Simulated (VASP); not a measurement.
# SiGe (I-4m2) in VASP: a series of runs

Runs on SiGe. Level: LDA. Tasks: single point.

Everything below comes from runs of VASP 6.6.1. Logs are shortened: lines on timing, memory, paths and dates and some standing lists are left out, and cuts for length are marked.

## 1. The cell of the first run

The structure is tetragonal, space group I-4m2 (No. 119). Conventional cell: a = 3.479 Å, b = 3.479 Å, c = 5.543 Å, α = 90.00°, β = 90.00°, γ = 90.00°. Within 2.9 Å of Si (site symmetry -4m2) lie 4 Ge at 2.22 Å. Within 2.9 Å of Ge (site symmetry -4m2) lie 4 Si at 2.22 Å.

## 2. Single point, LDA (strain -0.1125 x Voigt [1, 1, 0, 0, 0, 0])

File INCAR:

```
SYSTEM = SiGe
  ALGO = Normal
  EDIFF = 1E-6
  ENCUT = 520
  GGA = CA
  ISIF = 2
  ISMEAR = 0
  LASPH = .True.
  LCHARG = .False.
  LREAL = .False.
  LWAVE = .False.
  NBANDS = 16
  NELM = 80
  PREC = Accurate
  SIGMA = 0.05
```

File KPOINTS:

```
k-points
0
Gamma
  10 10 10
  0 0 0
```

File POSCAR:

```
SiGe
1.0
    0.0000000000      2.4596726670      2.7714621600
    2.4596726670      0.0000000000      2.7714621600
    2.4596726670      2.4596726670      0.0000000000
Si Ge
1 1
Direct
    0.0000000000      0.0000000000      0.0000000000
    0.7500000000      0.7500000000      0.7500000000
```

Potentials or basis: VASP PAW LDA potentials, release 64 (Si, Ge_d).

Run with:

```bash
> cat potpaw_LDA.64/Si/POTCAR potpaw_LDA.64/Ge_d/POTCAR > POTCAR
> mpirun -np 1 vasp_std > vasp.out
```

OUTCAR:

```text
SYSTEM = SiGe
   EDIFF = 1E-6
   ENCUT = 520
   GGA = CA
   ISIF = 2
   ISMEAR = 0
   LASPH = .True.
   LREAL = .False.
   NELM = 80
   PREC = Accurate

 ion  position               nearest neighbor table
   1  0.000  0.000  0.000-   2 2.22   2 2.22   2 2.22   2 2.22
   2  0.750  0.750  0.750-   1 2.22   1 2.22   1 2.22   1 2.22

  LATTYP: Found a body centered tetragonal cell.
 ALAT       =     3.4785024447
 C/A-ratio  =     1.5934800703

  Lattice vectors:

 A1 = (  -2.4596726670,   0.0000000000,   2.7714621600)
 A2 = (   2.4596726670,   0.0000000000,   2.7714621600)
 A3 = (   0.0000000000,   2.4596726670,  -2.7714621600)

Analysis of symmetry for initial positions (statically):
=====================================================================
 Subroutine PRICEL returns:
 Original cell was already a primitive cell.

 Routine SETGRP: Setting up the symmetry group for a
 body centered tetragonal supercell.

 Subroutine GETGRP returns: Found  8 space group operations
 (whereof  8 operations were pure point group operations)
 out of a pool of 16 trial point group operations.

The static configuration has the point symmetry D_2d.

Analysis of symmetry for dynamics (positions and initial velocities):
=====================================================================
 Subroutine PRICEL returns:
 Original cell was already a primitive cell.

 Routine SETGRP: Setting up the symmetry group for a
 body centered tetragonal supercell.

 Subroutine GETGRP returns: Found  8 space group operations
 (whereof  8 operations were pure point group operations)
 out of a pool of 16 trial point group operations.

The dynamic configuration has the point symmetry D_2d.

 Subroutine INISYM returns: Found  8 space group operations
 (whereof  8 operations are pure point group operations),
 and found     1 'primitive' translations

----------------------------------------------------------------------------------------

                                     Primitive cell

  volume of cell :      33.5346

  direct lattice vectors                    reciprocal lattice vectors
     0.000000000  2.459672667  2.771462160    -0.203279081  0.203279081  0.180410185
     2.459672667  0.000000000  2.771462160     0.203279081 -0.203279081  0.180410185
     2.459672667  2.459672667  0.000000000     0.203279081  0.203279081 -0.180410185

  length of vectors
     3.705535337  3.705535337  3.478502445     0.339400360  0.339400360  0.339400360

  position of ions in fractional coordinates (direct lattice)
     0.000000000  0.000000000  0.000000000
     0.750000000  0.750000000  0.750000000

  ion indices of the primitive-cell ions
   primitive index   ion index
                 1           1
                 2           2

----------------------------------------------------------------------------------------

 KPOINTS: k-points

Automatic generation of k-mesh.
 Grid dimensions read from file:
 generate k-points for:   10   10   10

 Generating k-lattice:

  Cartesian coordinates                     Fractional coordinates (reciprocal lattice)
    -0.020327908  0.020327908  0.018041018     0.100000000  0.000000000  0.000000000
     0.020327908 -0.020327908  0.018041018     0.000000000  0.100000000  0.000000000
     0.020327908  0.020327908 -0.018041018     0.000000000  0.000000000  0.100000000

  Length of vectors
     0.033940036  0.033940036  0.033940036

  Shift w.r.t. Gamma in fractional coordinates (k-lattice)
     0.000000000  0.000000000  0.000000000

 Subroutine IBZKPT returns following result:
 ===========================================

 Found    102 irreducible k-points:

 Following reciprocal coordinates:
            Coordinates               Weight
  0.000000  0.000000  0.000000      1.000000
  0.100000 -0.000000  0.000000      8.000000
  0.200000 -0.000000  0.000000      8.000000
  0.300000  0.000000  0.000000      8.000000
  0.400000  0.000000  0.000000      8.000000
  0.500000 -0.000000  0.000000      4.000000
[... 16 lines left out ...]
  0.300000  0.300000  0.000000      2.000000
  0.400000  0.300000  0.000000      8.000000
 [... further k-points ...]
   k-points           NKPTS =    102   k-points in BZ     NKDIM =    102   number of bands    NBANDS=     16
   number of dos      NEDOS =    301   number of ions     NIONS =      2
   total plane-waves  NPLWV =  21952
   dimension x,y,z NGX =    28 NGY =   28 NGZ =   28
   dimension x,y,z NGXF=    56 NGYF=   56 NGZF=   56
   ions per type =               1   1
   NGX,Y,Z   is equivalent  to a cutoff of  12.56, 12.56, 13.38 a.u.
   NGXF,Y,Z  is equivalent  to a cutoff of  25.12, 25.12, 26.76 a.u.
 SYSTEM =  SiGe
   PREC   = accura    normal or accurate (medium, high low for compatibility)
   ISTART =      0    job   : 0-new  1-cont  2-samecut
   ICHARG =      2    charge: 1-file 2-atom 10-const
   ISPIN  =      1    spin polarized calculation?
   LNONCOLLINEAR =      F non collinear calculations
   LSORBIT =      F    spin-orbit coupling
   LASPH  =      T    aspherical Exc in radial PAW
   ENCUT  =  520.0 eV  38.22 Ry    6.18 a.u.   6.89  6.89  6.47*2*pi/ulx,y,z
   NELM   =     80;   NELMIN=  2; NELMDL= -5     # of ELM steps
   EDIFF  = 0.1E-05   stopping-criterion for ELM
   LREAL  =      F    real-space projection
   EDIFFG = 0.1E-04   stopping-criterion for IOM
   NSW    =      0    number of steps for IOM
   IBRION =     -1    ionic relax: 0-MD 1-quasi-New 2-CG
   NFREE  =      0    steps in history (QN), initial steepest desc. (CG)
   ISIF   =      2    stress and relaxation
   ISYM   =      2    0-nonsym 1-usesym 2-fastsym
   POTIM  = 0.5000    time-step for ionic-motion
   TEBEG  =    0.0;   TEEND  =   0.0 temperature during run
   PSTRESS=    0.0 pullay stress
   NELECT =      18.0000    total number of electrons
   NUPDOWN=      -1.0000    fix difference up-down
   EMIN   =  10.00;   EMAX   =-10.00  energy-range for DOS
   EFERMI =   0.00;   METHOD = LEGACY
   ISMEAR =     0;   SIGMA  =   0.05  broadening in eV -4-tet -1-fermi 0-gaus
   EFERMI_NEDOS =   21; number of points for ismear=-14 and -15
   IALGO  =     38    algorithm
   IMIX   =      4    mixing-type and parameters
     AMIX     =   0.40;   BMIX     =  1.00
     AMIX_MAG =   1.60;   BMIX_MAG =  1.00
  volume/ion in A,a.u.               =      16.77       113.15
  Fermi-wavevector in a.u.,A,eV,Ry     =   1.330458  2.514201 24.083921  1.770118
  Thomas-Fermi vector in A             =   2.459543
   LORBIT       =      0    0 simple, 1 ext, 2 COOP (PROOUT), +10 PAW based schemes
   GGA     = CA    functional components
   LHFCALC =     F    Hartree Fock is set to
   AEXX    =    0.0000 exact exchange contribution
   IVDW    =     0    specifies the selected vdW correction
   LEPSILON=     F    determine dielectric tensor
   LRPA    =     F    only Hartree local field effects (RPA)
 non-spin polarized calculation
 Gauss-broadening in eV      SIGMA  =   0.05
  energy-cutoff  :      520.00
  volume of cell :       33.53
 maximum number of plane-waves:       927
   NGX = 13   NGY = 13   NGZ = 13

 number of electron      17.9999992 magnetization

 Free energy of the ion-electron system (eV)
  ---------------------------------------------------
  ext. energy  EPLUGINS =         0.00000000
  ---------------------------------------------------
  free energy    TOTEN  =       -10.43422600 eV

  energy without entropy =      -10.43360751  energy(sigma->0) =      -10.43391675

 E-fermi :   7.9154     XC(G=0): -11.0573

 val. band max:        7.9034383301   @ k =   0.5000   0.0000   0.4000
 cond. band min:       7.9988652896   @ k =   0.5000   0.0000   0.5000
 fundamental gap:      0.0954269595
 Fermi energy:         7.9154346543

 k-point     1 :       0.0000    0.0000    0.0000
  band No.  band energies     occupation
      1     -16.8783      2.00000
      2     -16.8752      2.00000
      3     -16.8752      2.00000
      4     -16.8237      2.00000
      5     -16.8120      2.00000
      6      -6.4320      2.00000
[... 8 lines left out ...]
     15      15.8001      0.00000
     16      17.4055      0.00000

 k-point     2 :       0.1000   -0.0000    0.0000
  band No.  band energies     occupation
      1     -16.8770      2.00000
      2     -16.8749      2.00000
      3     -16.8740      2.00000
      4     -16.8231      2.00000
      5     -16.8124      2.00000
      6      -6.2758      2.00000
[... 8 lines left out ...]
     15      16.4564      0.00000
     16      17.3638      0.00000

 k-point     3 :       0.2000   -0.0000    0.0000
  band No.  band energies     occupation
      1     -16.8771      2.00000
      2     -16.8713      2.00000
      3     -16.8711      2.00000
      4     -16.8211      2.00000
      5     -16.8134      2.00000
      6      -5.8132      2.00000
[... 8 lines left out ...]
     15      16.4273      0.00000
     16      17.4050      0.00000

 k-point     4 :       0.3000    0.0000    0.0000
  band No.  band energies     occupation
      1     -16.8783      2.00000
      2     -16.8676      2.00000
      3     -16.8667      2.00000
      4     -16.8178      2.00000
      5     -16.8145      2.00000
      6      -5.0699      2.00000
[... 8 lines left out ...]
     15      16.4539      0.00000
     16      18.0307      0.00000
[... 324 lines left out ...]
 k-point    22 :      -0.2000    0.2000    0.0000
  band No.  band energies     occupation
      1     -16.8798      2.00000
      2     -16.8665      2.00000
      3     -16.8628      2.00000
      4     -16.8170      2.00000
      5     -16.8152      2.00000
      6      -4.7156      2.00000
[... 8 lines left out ...]
     15      18.3691      0.00000
     16      18.8623      0.00000

 k-point    23 :       0.3000    0.3000    0.0000
  band No.  band energies     occupation
      1     -16.8864      2.00000
      2     -16.8602      2.00000
      3     -16.8602      2.00000
      4     -16.8274      2.00000
      5     -16.8072      2.00000
      6      -4.8348      2.00000
[... 8 lines left out ...]
     15      19.5702      0.00000
     16      20.3486      0.00000

 k-point    24 :       0.4000    0.3000    0.0000
  band No.  band energies     occupation
      1     -16.8859      2.00000
      2     -16.8585      2.00000
      3     -16.8573      2.00000
      4     -16.8273      2.00000
      5     -16.8070      2.00000
      6      -4.1724      2.00000
[... 8 lines left out ...]
     15      19.8999      0.00000
     16      20.9373      0.00000

 [... further k-points ...]
[... 5 lines left out ...]
  --------------------------------------------------------------------------------------
  -------------------------------------------------------------------------------------
  Total        6.6606251      6.6606251      4.2065715      0.0000000      0.0000000      0.0000000
  in kB      318.2233129    318.2233129    200.9764977      0.0000000      0.0000000      0.0000000
  external PRESSURE =     279.1410412 kB  Pullay stress =       0.0000000 kB

 VOLUME and BASIS-vectors are now :
 -----------------------------------------------------------------------------
  energy-cutoff  :      520.00
  volume of cell :       33.53
      direct lattice vectors                 reciprocal lattice vectors
     0.000000000  2.459672667  2.771462160    -0.203279081  0.203279081  0.180410185
     2.459672667  0.000000000  2.771462160     0.203279081 -0.203279081  0.180410185
     2.459672667  2.459672667  0.000000000     0.203279081  0.203279081 -0.180410185

 POSITION                                       TOTAL-FORCE (eV/Angst)
 -----------------------------------------------------------------------------------
      0.00000      0.00000      0.00000         0.000000      0.000000      0.000000
      3.68951      3.68951      4.15719        -0.000000     -0.000000     -0.000000
 -----------------------------------------------------------------------------------
    total drift:                                0.000001      0.000001     -0.000002

  FREE ENERGIE OF THE ION-ELECTRON SYSTEM (eV)
  ---------------------------------------------------
  free  energy   TOTEN  =       -10.4342259980 eV

  energy  without entropy=      -10.4336075072  energy(sigma->0) =      -10.43391675
```

It used 30 s of CPU time on 1 thread of Intel Xeon 6975P-C (shared host).

Results:

| Property | Result |
| --- | --- |
| Free energy | -10.4342 eV |
| Pressure | 27.9 GPa |
| Band gap on the k mesh | zero (band 9 reaches 8.30 eV, above the bottom of band 10 at 7.62 eV) |

Stress tensor (GPa, compression positive):
```
31.82  0.00  0.00
 0.00 31.82  0.00
 0.00  0.00 20.10
```

Caveat: the cell differs from its parent crystal (strain -0.1125 x Voigt [1, 1, 0, 0, 0, 0]).

## 3. Single point, LDA (strain +0.1125 x Voigt [1, 1, 0, 0, 0, 0])

File INCAR:

```
PREC = Accurate
ENCUT = 520
EDIFF = 1E-7
ISMEAR = 0
SIGMA = 0.05
LREAL = F
LASPH = T
NELM = 60
ALGO = Normal
ISIF = 2
LWAVE = F
LCHARG = F
NBANDS = 16
```

File KPOINTS:

```
regular mesh
0
Gamma
  10 10 10
```

File POSCAR:

```
SiGe
1.0
    0.0000000000      3.0832516530      2.7714621600
    3.0832516530      0.0000000000      2.7714621600
    3.0832516530      3.0832516530      0.0000000000
Si Ge
1 1
Direct
    0.0000000000      0.0000000000      0.0000000000
    0.7500000000      0.7500000000      0.7500000000
```

Potentials or basis: VASP PAW LDA potentials, release 64 (Si, Ge_d).

Run with:

```bash
> cat potpaw_LDA.64/Si/POTCAR potpaw_LDA.64/Ge_d/POTCAR > POTCAR
> mpirun -np 1 vasp_std > vasp.out
```

It used 37 s of CPU time on 1 thread of Intel Xeon 6975P-C (shared host).

It converged, with:

```yaml
Free_energy: -10.5511 eV
Pressure: -11.4 GPa
Band_gap_on_the_k_mesh: zero (band 9 reaches 3.36 eV, above the bottom of band 10 at 3.28 eV)
```

Stress tensor (GPa, compression positive):
```
-13.49   0.00   0.00
  0.00 -13.49   0.00
  0.00   0.00  -7.12
```

Levels at points of the mesh, in eV from the Fermi level:
| k point | band 5 | band 6 | band 7 | band 8 | band 9 | band 10 | band 11 | band 12 | band 13 | band 14 |
| --- | --- | --- | --- | --- | --- | --- | --- | --- | --- | --- |
| (0.00, 0.00, 0.00) | -24.44 | -11.04 | -0.60 | -0.22 | -0.22 | 0.40 | 2.11 | 2.57 | 2.57 | 6.24 |
| (0.50, 0.00, 0.00) | -24.43 | -9.34 | -6.45 | -1.44 | -0.72 | -0.06 | 3.16 | 3.78 | 6.99 | 8.71 |
| (0.50, 0.50, 0.00) | -24.43 | -7.96 | -7.02 | -2.79 | -2.79 | 0.37 | 0.54 | 7.95 | 7.95 | 9.73 |
| (0.50, 0.00, 0.50) | -24.44 | -8.31 | -7.44 | -2.17 | -2.15 | 1.00 | 1.27 | 7.36 | 7.65 | 9.04 |

Caveat: the cell differs from its parent crystal (strain +0.1125 x Voigt [1, 1, 0, 0, 0, 0]).

## 4. Single point, LDA (strain +0.1500 x Voigt [1, 1, 0, 0, 0, 0])

File INCAR:

```
SYSTEM = SiGe
ALGO = Normal ; EDIFF = 1E-7
ENCUT = 520 ; GGA = CA
ISIF = 2 ; ISMEAR = 0
LASPH = .True. ; LCHARG = .True.
LELF = .True. ; LREAL = .False.
LVHAR = .True. ; LWAVE = .False.
NBANDS = 16 ; NELM = 80
PREC = Accurate ; SIGMA = 0.05
```

File KPOINTS:

```
k-points
0
Gamma
  10 10 10
  0 0 0
```

File POSCAR:

```
SiGe
1.0
    0.0000000000      3.1871814840      2.7714621600
    3.1871814840      0.0000000000      2.7714621600
    3.1871814840      3.1871814840      0.0000000000
Si Ge
1 1
Direct
    0.0000000000      0.0000000000      0.0000000000
    0.7500000000      0.7500000000      0.7500000000
```

Run with:

```bash
> cat potpaw_LDA.64/Si/POTCAR potpaw_LDA.64/Ge_d/POTCAR > POTCAR
> mpirun -np 1 vasp_std > vasp.out
```

Wall time 88 s (1 thread of Intel Xeon 6975P-C, shared host); peak memory 0.22 GiB.

It converged, with:

| Property | Result |
| --- | --- |
| Free energy | -10.2321 eV |
| Pressure | -12.3 GPa |
| Band gap on the k mesh | zero (band 9 reaches 2.85 eV, above the bottom of band 10 at 2.54 eV) |

Stress tensor (GPa, compression positive):
```
-14.67   0.00   0.00
  0.00 -14.67   0.00
  0.00   0.00  -7.53
```

Levels at points of the mesh, in eV from the Fermi level:
| k point | band 6 | band 7 | band 8 | band 9 | band 10 | band 11 | band 12 | band 13 |
| --- | --- | --- | --- | --- | --- | --- | --- | --- |
| (0.00, 0.00, 0.00) | -10.62 | -1.15 | -0.21 | -0.21 | 0.53 | 2.03 | 2.64 | 2.64 |
| (0.50, 0.00, 0.00) | -9.05 | -6.22 | -1.39 | -0.54 | -0.25 | 3.12 | 3.82 | 6.90 |
| (0.50, 0.50, 0.00) | -7.72 | -6.77 | -2.66 | -2.66 | 0.39 | 0.54 | 7.54 | 7.54 |
| (0.50, 0.00, 0.50) | -8.12 | -7.26 | -1.89 | -1.87 | 1.13 | 1.40 | 6.77 | 7.03 |

Caveat: the cell differs from its parent crystal (strain +0.1500 x Voigt [1, 1, 0, 0, 0, 0]).

## 5. Overview

| cell | gap on the mesh (eV) | pressure (GPa) |
| --- | --- | --- |
| a = 3.706, b = 3.706, c = 3.479 Å, angles 62.0, 62.0, 56.0°, 2 atoms | none | 27.9 |
| a = 4.146, b = 4.146, c = 4.360 Å, angles 58.3, 58.3, 63.5°, 2 atoms | none | -11.4 |
| a = 4.224, b = 4.224, c = 4.507 Å, angles 57.8, 57.8, 64.5°, 2 atoms | none | -12.3 |

Alike in all rows: task single point; level LDA; potentials or basis VASP PAW LDA potentials, release 64 (Si, Ge_d); no spin polarisation; k mesh 10 × 10 × 10; cutoff (eV) 520; smearing gaussian 0.05 eV.

Total energies depend on the potentials used, so only differences within one code and one set of settings carry meaning.
